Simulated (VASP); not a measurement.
# Rb: single point with PBE

Crystal: Rb.

```
Rb
1.0
     4.63696    0.00000    0.00000
    -2.31848    4.01573    0.00000
     0.00000    0.00000   15.34374
Rb
4
Direct
  0.00000 0.00000 0.00000
  0.00000 0.00000 0.50000
  0.33333 0.66667 0.25000
  0.66667 0.33333 0.75000
```

This isn't the form of Rb at room conditions, which is bcc.

```json
{
 "Program": "VASP 6.6.1",
 "Task": "single point",
 "Functional": "PBE",
 "Potentials or basis": "VASP PAW PBE potentials, release 64 (Rb_sv)",
 "Cutoff": "520 eV",
 "k mesh": "7 × 7 × 2",
 "Occupations": "fermi-dirac, width 0.1 eV",
 "Spin": "no spin polarisation"
}
```

```json
{"Pressure": "1.1 GPa", "Band gap on the k mesh": "zero (bands 18 and 19 overlap by 2.17 eV)"}
```

Levels at points of the mesh, in eV from the Fermi level:
```csv
k point,band 14,band 15,band 16,band 17,band 18,band 19,band 20,band 21,band 22,band 23
"(0.00, 0.00, 0.00)",-12.83,-12.82,-12.82,-2.32,-1.50,-1.50,0.04,0.80,2.36,2.37
"(0.00, 0.00, 0.50)",-12.83,-12.83,-12.83,-2.10,-2.10,-0.65,-0.65,1.46,1.46,3.23
```

Wall time 60 s on 1 thread of Intel(R) Xeon(R) 6975P-C (Granite Rapids), with other jobs on the host, peak memory 0.41 GiB.
